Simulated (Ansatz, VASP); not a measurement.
SnO2 in VASP and in Ansatz

```xyz
3
Lattice="3.0233 0.0000 0.0000 0.0000 4.9647 0.0000 0.0000 0.0000 5.9770" Properties=species:S:1:pos:R:3 pbc="T T T"
Sn    1.5342    2.4782   -0.0052
O    -0.0133    2.5263    4.5869
O    -0.0394    2.4562    1.3507
```

Change from the starting cell: atoms moved at random, drawn with an rms of 0.05 Å.

Alike in both runs: task single point; functional PBE; k mesh 9 × 6 × 5; occupations fermi-dirac, width 0.05 eV; no spin polarisation.

|  | VASP | Ansatz |
| --- | --- | --- |
| version | VASP 6.6.1 | Ansatz 0.2.0 |
| potentials or method | VASP PAW PBE potentials, release 64 (Sn_d, O), cutoff 520 eV | all-electron LAPW, scalar-relativistic |

|  | VASP | Ansatz | Ansatz less VASP |
| --- | --- | --- | --- |
| gap on the k mesh at the Fermi level (eV) | 1.30 | 1.33 | +0.034 |
| least direct gap on the mesh (eV) | 1.79 | 1.82 | +0.023 |
| pressure (GPa) | -0.5 | -0.8 | -0.28 |
| traceless stress, the component that is largest in VASP (GPa) | -1.33 | -1.44 | -0.113 |
| rms of the force components (eV/Å) | 0.506 | 0.517 | +0.0115 |

Atom by atom the forces differ by 0.048 eV/Å (rms over components). Ansatz ran all-electron here, and VASP with PAW potentials.
